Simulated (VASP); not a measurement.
Gd: single point with PBE

Crystal: Gd.

```xyz
1
Lattice="-1.7107 1.7107 1.7107 1.7107 -1.7107 1.7107 1.7107 1.7107 -1.7107" Properties=species:S:1:pos:R:3 pbc="T T T"
Gd    0.0000    0.0000    0.0000
```

This isn't the form of Gd at room conditions, which is hcp.

```json
{"Program": "VASP 6.6.1", "Task": "single point", "Functional": "PBE", "Potentials or basis": "VASP PAW PBE potentials, release 64 (Gd)", "Cutoff": "520 eV", "k mesh": "15 × 15 × 15", "Occupations": "fermi-dirac, width 0.08 eV", "Spin": "collinear spin, ferromagnetic start", "Starting moments": "[7.0] μB", "Dipole correction": "no", "Further INCAR settings": "ALGO = Normal; EDIFF = 1e-07; NBANDS = 19"}
```

```
Pressure                                              : 38.1 GPa
Net moment                                            : 7.49 μB per cell
Site moments                                          : Gd +7.00 μB
Valence electrons inside the program's atomic spheres : Gd 15.59
```

Levels at points of the mesh, in eV from the Fermi level:
Spin up:
```csv
k point,band 9,band 10,band 11,band 12,band 13,band 14,band 15,band 16,band 17,band 18
"(0.00, 0.00, 0.00)",-3.86,-3.86,-3.86,-3.74,1.62,1.62,1.62,5.23,5.23,13.09
```
Spin down:
| k point | band 3 | band 4 | band 5 | band 6 | band 7 | band 8 |
| --- | --- | --- | --- | --- | --- | --- |
| (0.00, 0.00, 0.00) | -18.27 | -18.27 | -3.93 | 0.72 | 0.72 | 0.72 |

Run time: 6 min on 1 thread of Oxide Virtual Turin-like Processor, on a shared host, peak memory 0.18 GiB.

Caveat: the cell stands under pressure; spin-orbit coupling is left out, which moves the levels of the heavy elements; semilocal functionals describe open f shells poorly, which spoils levels, moments and volumes. The state reached can hang on the start; a lower one may exist.
